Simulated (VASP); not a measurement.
# ReSb2 (P-4m2) in VASP: a series of runs, part 3 of 3

VASP 6.6.1. Earlier steps stand in the parts before.

### 6 Relaxation of cell and atoms, PBE (atoms taken out)

INCAR reads:

```
SYSTEM = ReSb2
PREC = Accurate
ENCUT = 600
EDIFF = 1E-6
ISMEAR = 0
SIGMA = 0.1
LREAL = .FALSE.
LASPH = .TRUE.
NELM = 100
ALGO = Normal
ISIF = 3
LWAVE = .FALSE.
LCHARG = .FALSE.
GGA = PE
IBRION = 2
NSW = 90
EDIFFG = -0.04
```

KPOINTS reads:

```
Automatic mesh
0
G
  6 6 4
  0 0 0
```

POSCAR reads:

```
ReSb2
1.0
    3.2388421831      0.0000000000      0.0000000000
    0.0000000000      3.2388421831      0.0000000000
    0.0000000000      0.0000000000      6.9923313656
Re Sb
1 2
Direct
    0.0000000000      0.0000000000      0.0000000000
    0.5000000000      0.0000000000      0.2979305665
    0.0000000000      0.5000000000      0.7020694335
```

Potentials or basis: VASP PAW PBE potentials, release 64 (Re, Sb).

Command:

```sh
$ cat potpaw_PBE.64/Re/POTCAR potpaw_PBE.64/Sb/POTCAR > POTCAR
$ mpirun -np 1 vasp_std > vasp.out
```

OUTCAR:

```text
SYSTEM = ReSb2
   PREC = Accurate
   ENCUT = 600
   EDIFF = 1E-6
   ISMEAR = 0
   LREAL = .FALSE.
   LASPH = .TRUE.
   NELM = 100
   ISIF = 3
   GGA = PE
   IBRION = 2
   NSW = 90
   EDIFFG = -0.04

 ion  position               nearest neighbor table
   1  0.000  0.000  0.000-   2 2.64   3 2.64   3 2.64   2 2.64
   2  0.500  0.000  0.298-   1 2.64   1 2.64   3 3.64   3 3.64   3 3.64   3 3.64
   3  0.000  0.500  0.702-   1 2.64   1 2.64   2 3.64   2 3.64   2 3.64   2 3.64

  LATTYP: Found a simple tetragonal cell.
 ALAT       =     3.2388421831
 C/A-ratio  =     2.1588984490

  Lattice vectors:

 A1 = (   3.2388421831,   0.0000000000,   0.0000000000)
 A2 = (   0.0000000000,   3.2388421831,   0.0000000000)
 A3 = (   0.0000000000,   0.0000000000,   6.9923313656)

Analysis of symmetry for initial positions (statically):
=====================================================================
 Subroutine PRICEL returns:
 Original cell was already a primitive cell.

 Routine SETGRP: Setting up the symmetry group for a
 simple tetragonal supercell.

 Subroutine GETGRP returns: Found  8 space group operations
 (whereof  8 operations were pure point group operations)
[... 280 lines left out ...]

 number of electron      17.0000001 magnetization

------------------------ aborting loop because EDIFF is reached ----------------------------------------
[... 69 lines left out ...]
--------------------------------------- Ionic step       15  -------------------------------------------

 number of electron      17.0000002 magnetization

 Free energy of the ion-electron system (eV)
  ---------------------------------------------------
  ext. energy  EPLUGINS =         0.00000000
  ---------------------------------------------------
  free energy    TOTEN  =       -18.46099486 eV

  energy without entropy =      -18.44762943  energy(sigma->0) =      -18.45431215

 E-fermi :   6.4902     XC(G=0): -10.0644

 val. band max:        6.4771679761   @ k =   0.3333   0.0000   0.2500
 cond. band min:       6.5227701163   @ k =   0.3333   0.0000   0.5000
 fundamental gap:      0.0456021402
 Fermi energy:         6.4902001431

 k-point     1 :       0.0000    0.0000    0.0000
  band No.  band energies     occupation
      1      -5.8334      2.00000
      2      -5.1163      2.00000
      3       0.3547      2.00000
      4       3.1088      2.00000
      5       3.6294      2.00000
      6       4.6195      2.00000
      7       6.2434      1.99952
      8       6.2434      1.99952
      9       8.2063      0.00000
     10       9.3611      0.00000
     11      10.8108      0.00000
     12      10.8108      0.00000
[... 331 lines left out ...]
 k-point    24 :       0.5000    0.0000    0.5000
  band No.  band energies     occupation
      1      -2.7957      2.00000
      2      -2.6830      2.00000
      3       0.6604      2.00000
      4       0.9729      2.00000
      5       3.2180      2.00000
      6       3.6084      2.00000
      7       5.5098      2.00000
      8       6.4099      1.74379
      9       6.7838      0.00003
     10       6.8349      0.00000
     11       8.2935      0.00000
     12      10.6082      0.00000

 [... further k-points ...]
[... 5 lines left out ...]
  --------------------------------------------------------------------------------------
  -------------------------------------------------------------------------------------
  Total       -0.0995033     -0.0995033     -0.0441365      0.0000000      0.0000000      0.0000000
  in kB       -2.0193605     -2.0193605     -0.8957233      0.0000000      0.0000000      0.0000000
  external PRESSURE =      -1.6448148 kB  Pullay stress =       0.0000000 kB
[... 18 lines left out ...]
  FREE ENERGIE OF THE ION-ELECTRON SYSTEM (eV)
  ---------------------------------------------------
  free  energy   TOTEN  =       -18.4609948614 eV

  energy  without entropy=      -18.4476294287  energy(sigma->0) =      -18.45431215

 reached required accuracy - stopping structural energy minimisation
```

It took 2.7 min on 1 thread of Intel Xeon 6975P-C (Granite Rapids), shared host; peak memory 0.24 GiB.

Results:

```yaml
Free_energy: -18.4610 eV
Relaxed_volume: 26.32 Å³/atom
Relaxed_cell: a = 3.016 Å, b = 3.016 Å, c = 8.678 Å, α = 90.00°, β = 90.00°, γ = 90.00°
Space_group_after_relaxing_to_0.1_Å: P-4m2 (No. 115)
Energy_gained_by_relaxing: 64.0 meV/atom
Ionic_steps: 15
Pressure_after_relaxing: -0.2 GPa
Largest_force_after_relaxing: 0.034 eV/Å
Band_gap_on_the_k_mesh: zero (an odd number of electrons rules out a gap without spin polarisation)
```

Forces on the atoms (eV/Å):
```
Re   0.000  0.000  0.000
Sb   0.000  0.000  0.034
Sb   0.000  0.000 -0.034
```

The path:
| step | energy change (eV) | largest force (eV/Å) | pressure (GPa) | volume (Å³) |
| --- | --- | --- | --- | --- |
| 1 | 0.0000 | 0.2107 | 0.21 | 73.35 |
| 2 | -0.0096 | 0.2290 | -0.08 | 73.69 |
| 3 | -0.0417 | 0.2688 | -0.76 | 74.67 |
| 4 | -0.0975 | 0.2699 | -1.83 | 76.50 |
| 5 | -0.1670 | 0.2001 | -2.15 | 79.69 |
| 6 | -0.1743 | 0.1446 | -1.72 | 79.49 |
| 7 | -0.1865 | 0.0126 | -0.56 | 78.95 |
| 8 | -0.1789 | 0.3376 | 2.15 | 77.80 |
| 9 | -0.1889 | 0.1244 | 0.28 | 78.59 |
| 10 | -0.1889 | 0.1313 | 0.34 | 78.56 |
| 11 | -0.1900 | 0.1225 | 0.30 | 78.60 |
| 12 | -0.1917 | 0.0891 | 0.23 | 78.71 |
| 13 | -0.1918 | 0.0803 | 0.22 | 78.74 |
| 14 | -0.1921 | 0.0505 | -0.04 | 78.87 |
| 15 | -0.1921 | 0.0336 | -0.16 | 78.95 |

Final structure:
```cif
data_structure
_symmetry_space_group_name_H-M 'P 1'
_symmetry_Int_Tables_number 1
_cell_length_a 3.0161
_cell_length_b 3.0161
_cell_length_c 8.6782
_cell_angle_alpha 90.000
_cell_angle_beta 90.000
_cell_angle_gamma 90.000
_cell_volume 78.95
loop_
_atom_site_label
_atom_site_type_symbol
_atom_site_fract_x
_atom_site_fract_y
_atom_site_fract_z
_atom_site_occupancy
Re1 Re 0.00000 0.00000 0.00000 1
Sb1 Sb 0.50000 0.00000 0.26159 1
Sb2 Sb 0.00000 0.50000 0.73841 1
```

Caveat: the cell differs from its parent crystal (atoms taken out); a cell axis changed by over 15 % at a fixed basis, so the end point is rough; spin-orbit coupling is left out, which moves the levels of the heavy elements.

### 7 Summary

```tsv
task	spin	cell	k mesh	cutoff (eV)	gap on the mesh (eV)	pressure (GPa)	largest force (eV/Å)
single point	off	a = 3.239, b = 3.239, c = 6.992 Å, 3 atoms, atomic positions A	4 × 4 × 4	520	none	-0.2	0.02
single point	off	a = 2.975, b = 2.975, c = 8.369 Å, 3 atoms, atomic positions B	6 × 6 × 4	520	none	0.1	0.05
single point	off	a = 4.514, b = 4.514, c = 6.384 Å, 3 atoms, atomic positions C	4 × 4 × 4	520	none	-8.7	1.69
single point	collinear	a = 2.975, b = 2.975, c = 8.369 Å, 3 atoms, atomic positions B	6 × 6 × 2	520	none	0.2	0.09
relaxation of cell and atoms	off	relaxed from a = 3.239, b = 3.239, c = 6.992 Å, 3 atoms, atomic positions A	6 × 6 × 4	600	none	-0.2	0.03
```

Alike in all rows: level PBE; potentials or basis VASP PAW PBE potentials, release 64 (Re, Sb); smearing gaussian 0.1 eV.

Caveats: some runs use coarse meshes; spin-orbit coupling is left out, which moves the levels of the heavy elements; the cell stands under tension (at least some runs); forces of over 1 eV/Å act on the atoms, so gaps and moduli don't describe the material at rest (at least some runs); a cell axis changed by over 15 % at a fixed basis, so the end point is rough (at least some runs).

Absolute energies hang on the potentials; compare differences alone.

The gap in the log of VASP goes by the Fermi energy; the results here count the filled bands.